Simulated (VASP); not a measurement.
A run of VASP 6.6.1 is set up as follows.

INCAR

```
  ALGO = Normal
  EDIFF = 1E-6
  ENCUT = 520
  GGA = CA
  ISIF = 2
  ISMEAR = -1
  LASPH = True
  LCHARG = False
  LREAL = False
  LWAVE = False
  NBANDS = 30
  NELM = 60
  PREC = Accurate
  SIGMA = 0.08
```

Contents of KPOINTS:

```
k-points
0
Gamma
  14 14 4
```

Contents of POSCAR:

```
Ag
1.0
    2.8861989086      0.0000000000      0.0000000000
   -1.4430994543      2.4995215753      0.0000000000
    0.0000000000      0.0000000000     10.1000000000
Ag
4
Direct
    0.3333333333      0.6666666667      0.2500000000
    0.6666666667      0.3333333333      0.7500000000
    0.0000000000      0.0000000000      0.0000000000
    0.0000000000      0.0000000000      0.5000000000
```

Potentials or basis: VASP PAW LDA potentials, release 64 (Ag).

Run with:

```bash
$ cat potpaw_LDA.64/Ag/POTCAR > POTCAR
$ mpirun -np 1 vasp_std > vasp.out
```

(1) Estimate the pressure.

(2) What does it give for the band gap on the k mesh?

Results:

(1) -11.6 GPa.

(2) zero (bands 22 and 23 overlap by 6.06 eV).

Caveat: the cell differs from its parent crystal (zz strain of +1 %); the cell stands under tension.
